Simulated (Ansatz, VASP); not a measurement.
CuI in VASP and in Ansatz

File POSCAR:

```
CuI
1.0
    0.0000000000      3.0515767440      3.0515767440
    3.0515767440      0.0000000000      3.0515767440
    3.0515767440      3.0515767440      0.0000000000
I Cu
1 1
Direct
    0.0000000000      0.0000000000      0.0000000000
    0.7500000000      0.7500000000      0.7500000000
```

Contents of INCAR.step1:

```
  ALGO = Normal
  EDIFF = 1E-5
  ENCUT = 520
  GGA = PE
  ISIF = 2
  ISMEAR = -1
  LASPH = T
  LCHARG = F
  LREAL = F
  LWAVE = T
  NBANDS = 16
  NELM = 100
  PREC = Accurate
  SIGMA = 0.05
```

INCAR.step2

```
  AEXX = 1.0
  AGGAC = 0.0
  ALDAC = 0.0
  ALGO = Normal
  EDIFF = 1E-7
  ENCUT = 520
  GGA = PE
  ISIF = 2
  ISMEAR = -1
  ISTART = 1
  LASPH = T
  LCHARG = F
  LHFCALC = T
  LREAL = F
  LWAVE = F
  NBANDS = 16
  NELM = 100
  PREC = Accurate
  PRECFOCK = Normal
  SIGMA = 0.05
```

KPOINTS

```
k-points
0
Gamma
  4 4 4
```

Contents of input.yaml:

```yaml
crystal:
  lattice:
    - [0.0, 3.051576744, 3.051576744]
    - [3.051576744, 0.0, 3.051576744]
    - [3.051576744, 3.051576744, 0.0]
  atoms:
    - { symbol: I, position: [0.0, 0.0, 0.0] }
    - { symbol: Cu, position: [0.75, 0.75, 0.75] }
hamiltonian:
  xc: hf
  pseudopotentials: { kind: paw }
kpoints:
  mp_grid: { grid: [4, 4, 4] }
scf:
  occupations: { method: fermi_dirac, width: 0.05 }
output:
  forces: true
  stress: true
  eigenvalues: true
```

Alike in both runs: task single point; functional HF; k mesh 4 × 4 × 4; occupations fermi-dirac, width 0.05 eV; no spin polarisation.

```csv
,VASP,Ansatz
version,VASP 6.6.1,Ansatz 0.2.0
potentials or method,"VASP PAW PBE potentials, release 64 (I, Cu)",Ansatz PAW
plane-wave cutoff (eV),520,420
valence electrons in the cell,18,36
```

VASP gave:

- gap on the k mesh at the Fermi level (eV): 9.81
- least direct gap on the mesh (eV): 9.81
- pressure (GPa): 7.2

Q: Estimate Ansatz's values.

A: gap on the k mesh at the Fermi level (eV): 9.87; least direct gap on the mesh (eV): 9.87; pressure (GPa): 8.0.

VASP's potentials were made for PBE, not for HF. With one functional, cell and mesh, what is left measures potentials, basis and numerics. VASP's potentials hold 18 valence electrons a cell and Ansatz's 36, so a difference there can come from the potentials and not from the codes.

The k mesh is coarse, so the values compare programs but aren't converged. Spin-orbit coupling is off throughout.
